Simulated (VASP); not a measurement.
# Ho4S (Pm-3m) in VASP: single point with PBE

Aim: the single point of Ho4S with PBE.

All numbers are computed with VASP 6.6.1; they aren't measurements. Logs are shortened: lines on timing, memory, paths and dates and some standing lists are left out, and cuts for length are marked.

### Step 1. The cell of the first run

The structure is cubic, space group Pm-3m (No. 221). Conventional cell: a = 5.248 Å, b = 5.248 Å, c = 5.248 Å, α = 90.00°, β = 90.00°, γ = 90.00°. Ho (site symmetry 4/mmm) has 2 S at 2.62 Å within 3.5 Å. Ho (site symmetry m-3m) has 12 Ho at 3.71 Å and 8 S at 4.54 Å within 4.9 Å. S (site symmetry m-3m) has 6 Ho at 2.62 Å within 3.5 Å.

The cell was generated, and may not be a known phase.

### Step 2. Single point, PBE

Contents of INCAR:

```
  PREC = Accurate
  ENCUT = 500
  EDIFF = 1E-6
  ISMEAR = 0
  SIGMA = 0.1
  LREAL = F
  LASPH = T
  NELM = 200
  ALGO = Normal
  ISIF = 2
  LWAVE = F
  LCHARG = F
  GGA = PE
  NBANDS = 29
  GGA_COMPAT = F
  LMAXMIX = 6
```

Contents of KPOINTS:

```
regular mesh
0
Gamma
  6 6 6
```

Contents of POSCAR:

```
Ho4S
1.0
    5.2480603150      0.0000000000      0.0000000000
    0.0000000000      5.2480603150      0.0000000000
    0.0000000000      0.0000000000      5.2480603150
Ho S
4 1
Direct
    0.5000000000      0.0000000000      0.5000000000
    0.5000000000      0.5000000000      0.0000000000
    0.0000000000      0.5000000000      0.5000000000
    0.0000000000      0.0000000000      0.0000000000
    0.5000000000      0.5000000000      0.5000000000
```

Potentials or basis: VASP PAW PBE potentials, release 64 (Ho_3, S), 4f in core.

Run with:

```bash
$ cat potpaw_PBE.64/Ho_3/POTCAR potpaw_PBE.64/S/POTCAR > POTCAR
$ mpirun -np 1 vasp_std > vasp.out
```

OUTCAR:

```text
PREC = Accurate
   ENCUT = 500
   EDIFF = 1E-6
   ISMEAR = 0
   LREAL = F
   LASPH = T
   NELM = 200
   ISIF = 2
   GGA = PE

 ion  position               nearest neighbor table
   1  0.500  0.000  0.500-   5 2.62   5 2.62   4 3.71   2 3.71   2 3.71   4 3.71   2 3.71   3 3.71
                             3 3.71   2 3.71   3 3.71   4 3.71   4 3.71   3 3.71
   2  0.500  0.500  0.000-   5 2.62   5 2.62   4 3.71   1 3.71   1 3.71   3 3.71   3 3.71   1 3.71
                             4 3.71   1 3.71   3 3.71   4 3.71   3 3.71   4 3.71
   3  0.000  0.500  0.500-   5 2.62   5 2.62   4 3.71   1 3.71   2 3.71   4 3.71   1 3.71   4 3.71
                             4 3.71   1 3.71   2 3.71   2 3.71   2 3.71   1 3.71
   4  0.000  0.000  0.000-   1 3.71   2 3.71   3 3.71   1 3.71   3 3.71   2 3.71   3 3.71   3 3.71
                             1 3.71   2 3.71   1 3.71   2 3.71
   5  0.500  0.500  0.500-   1 2.62   2 2.62   3 2.62   2 2.62   1 2.62   3 2.62

  LATTYP: Found a simple cubic cell.
 ALAT       =     5.2480603150

  Lattice vectors:

 A1 = (   5.2480603150,   0.0000000000,   0.0000000000)
 A2 = (   0.0000000000,   5.2480603150,   0.0000000000)
 A3 = (   0.0000000000,   0.0000000000,   5.2480603150)

Analysis of symmetry for initial positions (statically):
=====================================================================
 Subroutine PRICEL returns:
 Original cell was already a primitive cell.

 Routine SETGRP: Setting up the symmetry group for a
 simple cubic supercell.

 Subroutine GETGRP returns: Found 48 space group operations
 (whereof 48 operations were pure point group operations)
 out of a pool of 48 trial point group operations.

The static configuration has the point symmetry O_h .

Analysis of symmetry for dynamics (positions and initial velocities):
=====================================================================
 Subroutine PRICEL returns:
 Original cell was already a primitive cell.

 Routine SETGRP: Setting up the symmetry group for a
 simple cubic supercell.

 Subroutine GETGRP returns: Found 48 space group operations
 (whereof 48 operations were pure point group operations)
 out of a pool of 48 trial point group operations.

The dynamic configuration has the point symmetry O_h .

 Subroutine INISYM returns: Found 48 space group operations
 (whereof 48 operations are pure point group operations),
 and found     1 'primitive' translations

----------------------------------------------------------------------------------------

                                     Primitive cell

  volume of cell :     144.5428

  direct lattice vectors                    reciprocal lattice vectors
     5.248060315  0.000000000  0.000000000     0.190546591  0.000000000  0.000000000
     0.000000000  5.248060315  0.000000000     0.000000000  0.190546591  0.000000000
     0.000000000  0.000000000  5.248060315     0.000000000  0.000000000  0.190546591

  length of vectors
     5.248060315  5.248060315  5.248060315     0.190546591  0.190546591  0.190546591

  position of ions in fractional coordinates (direct lattice)
     0.500000000  0.000000000  0.500000000
     0.500000000  0.500000000  0.000000000
     0.000000000  0.500000000  0.500000000
     0.000000000  0.000000000  0.000000000
     0.500000000  0.500000000  0.500000000

  ion indices of the primitive-cell ions
   primitive index   ion index
                 1           1
                 2           2
                 3           3
                 4           4
                 5           5

----------------------------------------------------------------------------------------

 KPOINTS: regular mesh

Automatic generation of k-mesh.
 Grid dimensions read from file:
 generate k-points for:    6    6    6

 Generating k-lattice:

  Cartesian coordinates                     Fractional coordinates (reciprocal lattice)
     0.031757765  0.000000000  0.000000000     0.166666667  0.000000000  0.000000000
     0.000000000  0.031757765  0.000000000     0.000000000  0.166666667  0.000000000
     0.000000000  0.000000000  0.031757765     0.000000000  0.000000000  0.166666667

  Length of vectors
     0.031757765  0.031757765  0.031757765

  Shift w.r.t. Gamma in fractional coordinates (k-lattice)
     0.000000000  0.000000000  0.000000000

 Subroutine IBZKPT returns following result:
 ===========================================

 Found     20 irreducible k-points:

 Following reciprocal coordinates:
            Coordinates               Weight
  0.000000  0.000000  0.000000      1.000000
  0.166667  0.000000  0.000000      6.000000
  0.333333  0.000000  0.000000      6.000000
  0.500000  0.000000  0.000000      3.000000
  0.166667  0.166667  0.000000     12.000000
  0.333333  0.166667  0.000000     24.000000
[... 12 lines left out ...]
  0.500000  0.500000  0.333333      6.000000
  0.500000  0.500000  0.500000      1.000000
   k-points           NKPTS =     20   k-points in BZ     NKDIM =     20   number of bands    NBANDS=     29
   number of dos      NEDOS =    301   number of ions     NIONS =      5
   total plane-waves  NPLWV =  64000
   dimension x,y,z NGX =    40 NGY =   40 NGZ =   40
   dimension x,y,z NGXF=    80 NGYF=   80 NGZF=   80
   ions per type =               4   1
   NGX,Y,Z   is equivalent  to a cutoff of  12.67, 12.67, 12.67 a.u.
   NGXF,Y,Z  is equivalent  to a cutoff of  25.34, 25.34, 25.34 a.u.
 SYSTEM =  unknown system
   PREC   = accura    normal or accurate (medium, high low for compatibility)
   ISTART =      0    job   : 0-new  1-cont  2-samecut
   ICHARG =      2    charge: 1-file 2-atom 10-const
   ISPIN  =      1    spin polarized calculation?
   LNONCOLLINEAR =      F non collinear calculations
   LSORBIT =      F    spin-orbit coupling
   LASPH  =      T    aspherical Exc in radial PAW
   ENCUT  =  500.0 eV  36.75 Ry    6.06 a.u.   9.57  9.57  9.57*2*pi/ulx,y,z
   NELM   =    200;   NELMIN=  2; NELMDL= -5     # of ELM steps
   EDIFF  = 0.1E-05   stopping-criterion for ELM
   LREAL  =      F    real-space projection
   EDIFFG = 0.1E-04   stopping-criterion for IOM
   NSW    =      0    number of steps for IOM
   IBRION =     -1    ionic relax: 0-MD 1-quasi-New 2-CG
   NFREE  =      0    steps in history (QN), initial steepest desc. (CG)
   ISIF   =      2    stress and relaxation
   ISYM   =      2    0-nonsym 1-usesym 2-fastsym
   POTIM  = 0.5000    time-step for ionic-motion
   TEBEG  =    0.0;   TEEND  =   0.0 temperature during run
   PSTRESS=    0.0 pullay stress
   NELECT =      42.0000    total number of electrons
   NUPDOWN=      -1.0000    fix difference up-down
   EMIN   =  10.00;   EMAX   =-10.00  energy-range for DOS
   EFERMI =   0.00;   METHOD = LEGACY
   ISMEAR =     0;   SIGMA  =   0.10  broadening in eV -4-tet -1-fermi 0-gaus
   EFERMI_NEDOS =   21; number of points for ismear=-14 and -15
   IALGO  =     38    algorithm
   IMIX   =      4    mixing-type and parameters
     AMIX     =   0.40;   BMIX     =  1.00
     AMIX_MAG =   1.60;   BMIX_MAG =  1.00
  volume/ion in A,a.u.               =      28.91       195.08
  Fermi-wavevector in a.u.,A,eV,Ry     =   1.084324  2.049075 15.997169  1.175759
  Thomas-Fermi vector in A             =   2.220411
   LORBIT       =      0    0 simple, 1 ext, 2 COOP (PROOUT), +10 PAW based schemes
   GGA     = PE    functional components
   LHFCALC =     F    Hartree Fock is set to
   AEXX    =    0.0000 exact exchange contribution
   IVDW    =     0    specifies the selected vdW correction
   LEPSILON=     F    determine dielectric tensor
   LRPA    =     F    only Hartree local field effects (RPA)
 non-spin polarized calculation
 Gauss-broadening in eV      SIGMA  =   0.10
  energy-cutoff  :      500.00
  volume of cell :      144.54
 maximum number of plane-waves:      3743
 NGX is ok and might be reduce to    40
   NGX = 19   NGY = 19   NGZ = 19

 number of electron      42.0000004 magnetization

 Free energy of the ion-electron system (eV)
  ---------------------------------------------------
  ext. energy  EPLUGINS =         0.00000000
  ---------------------------------------------------
  free energy    TOTEN  =       -25.37148414 eV

  energy without entropy =      -25.32568703  energy(sigma->0) =      -25.34858559

 E-fermi :   3.3519     XC(G=0):  -9.7813

 val. band max:        3.3486222794   @ k =   0.5000   0.3333   0.0000
 cond. band min:       3.3599173433   @ k =   0.5000   0.0000   0.0000
 fundamental gap:      0.0112950639
 Fermi energy:         3.3519471947

 k-point     1 :       0.0000    0.0000    0.0000
  band No.  band energies     occupation
      1     -21.0236      2.00000
      2     -21.0236      2.00000
      3     -21.0236      2.00000
      4     -20.7012      2.00000
      5     -20.7012      2.00000
      6     -20.7012      2.00000
[... 21 lines left out ...]
     28       6.4669      0.00000
     29       6.4669      0.00000

 k-point     2 :       0.1667    0.0000    0.0000
  band No.  band energies     occupation
      1     -21.0177      2.00000
      2     -21.0177      2.00000
      3     -21.0152      2.00000
      4     -20.6979      2.00000
      5     -20.6965      2.00000
      6     -20.6965      2.00000
[... 21 lines left out ...]
     28       6.1635      0.00000
     29       6.1718      0.00000

 k-point     3 :       0.3333    0.0000    0.0000
  band No.  band energies     occupation
      1     -21.0056      2.00000
      2     -21.0056      2.00000
      3     -20.9981      2.00000
      4     -20.6870      2.00000
      5     -20.6870      2.00000
      6     -20.6827      2.00000
[... 21 lines left out ...]
     28       6.0209      0.00000
     29       6.0493      0.00000

 k-point     4 :       0.5000    0.0000    0.0000
  band No.  band energies     occupation
      1     -20.9993      2.00000
      2     -20.9993      2.00000
      3     -20.9894      2.00000
      4     -20.6823      2.00000
      5     -20.6823      2.00000
      6     -20.6649      2.00000
[... 469 lines left out ...]
     28       5.4903      0.00000
     29       6.4460      0.00000

 k-point    19 :       0.5000    0.5000    0.3333
  band No.  band energies     occupation
      1     -21.0338      2.00000
      2     -21.0338      2.00000
      3     -21.0283      2.00000
      4     -21.0122      2.00000
      5     -20.5832      2.00000
      6     -20.5628      2.00000
[... 21 lines left out ...]
     28       5.2951      0.00000
     29       7.2110      0.00000

 k-point    20 :       0.5000    0.5000    0.5000
  band No.  band energies     occupation
      1     -21.0473      2.00000
      2     -21.0412      2.00000
      3     -21.0412      2.00000
      4     -21.0412      2.00000
      5     -20.5698      2.00000
      6     -20.5698      2.00000
[... 21 lines left out ...]
     28       5.1474      0.00000
     29       7.8269      0.00000

------------------------ aborting loop because EDIFF is reached ----------------------------------------

  FORCE on cell =-STRESS in cart. coord.  units (eV):
  Direction    XX          YY          ZZ          XY          YZ          ZX
  --------------------------------------------------------------------------------------
  -------------------------------------------------------------------------------------
  Total        0.4180473      0.4180473      0.4180473      0.0000000      0.0000000      0.0000000
  in kB        4.6338240      4.6338240      4.6338240      0.0000000      0.0000000      0.0000000
  external PRESSURE =       4.6338240 kB  Pullay stress =       0.0000000 kB

 VOLUME and BASIS-vectors are now :
 -----------------------------------------------------------------------------
  energy-cutoff  :      500.00
  volume of cell :      144.54
      direct lattice vectors                 reciprocal lattice vectors
     5.248060315  0.000000000  0.000000000     0.190546591  0.000000000  0.000000000
     0.000000000  5.248060315  0.000000000     0.000000000  0.190546591  0.000000000
     0.000000000  0.000000000  5.248060315     0.000000000  0.000000000  0.190546591

 POSITION                                       TOTAL-FORCE (eV/Angst)
 -----------------------------------------------------------------------------------
      2.62403      0.00000      2.62403         0.000000      0.000000      0.000000
      2.62403      2.62403      0.00000         0.000000      0.000000      0.000000
      0.00000      2.62403      2.62403         0.000000      0.000000      0.000000
      0.00000      0.00000      0.00000         0.000000      0.000000      0.000000
      2.62403      2.62403      2.62403         0.000000      0.000000      0.000000
 -----------------------------------------------------------------------------------
    total drift:                               -0.000000     -0.000000     -0.000000

  FREE ENERGIE OF THE ION-ELECTRON SYSTEM (eV)
  ---------------------------------------------------
  free  energy   TOTEN  =       -25.3714841384 eV

  energy  without entropy=      -25.3256870344  energy(sigma->0) =      -25.34858559
```

It took 32 s on 1 thread of Intel Xeon 6975P-C (Granite Rapids), shared host; peak memory 0.27 GiB.

What came out:

| Item | Value |
| --- | --- |
| Free energy | -25.3715 eV |
| Pressure | 0.5 GPa |
| Band gap on the k mesh | zero (bands 21 and 22 overlap by 1.44 eV) |

Caveat: spin-orbit coupling is left out, which moves the levels of the heavy elements; the 4f electrons are frozen in the core, so they carry no moment and show no levels; the run has no spin polarisation, though such a crystal can be magnetic.
